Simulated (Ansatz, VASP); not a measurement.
Two plane-wave programs on SrTiO3

```
Sr Ti O
1.0
     3.93641    0.00000    0.00000
     0.00000    3.93641    0.00000
     0.00000    0.00000    3.93641
Sr Ti O
1 1 3
Direct
  0.96540 0.00000 0.00000
  0.55035 0.50000 0.50000
  0.00549 0.50000 0.50000
  0.51669 0.00000 0.50000
  0.51669 0.50000 0.00000
```

Change from the starting cell: mode 1 frozen in at -0.038 Å and mode 7 at -0.173 Å (largest displacements).

Alike in both runs: task single point; functional PBE; k mesh 8 × 8 × 8; occupations gaussian, width 0.05 eV; no spin polarisation.

|  | VASP | Ansatz |
| --- | --- | --- |
| version | VASP 6.6.1 | Ansatz 0.2.0 |
| potentials or method | VASP PAW PBE potentials, release 64 (Sr_sv, Ti_sv, O), cutoff 520 eV | scalar-relativistic, plane waves, PAW |
| valence electrons in the cell | 40 | 40 |

VASP gave:

| Quantity | Value |
| --- | --- |
| gap on the k mesh at the Fermi level (eV) | 1.87 |
| least direct gap on the mesh (eV) | 2.40 |
| pressure (GPa) | 4.2 |
| traceless stress, the component that is largest in VASP (GPa) | 2.71 |
| rms of the force components (eV/Å) | 0.513 |

Problem. Which values does Ansatz return?

Solution. gap on the k mesh at the Fermi level (eV): 1.91; least direct gap on the mesh (eV): 2.42; pressure (GPa): 3.5; traceless stress, the component that is largest in VASP (GPa): 2.62; rms of the force components (eV/Å): 0.481.

Atom by atom the forces differ by 0.035 eV/Å (rms over components).
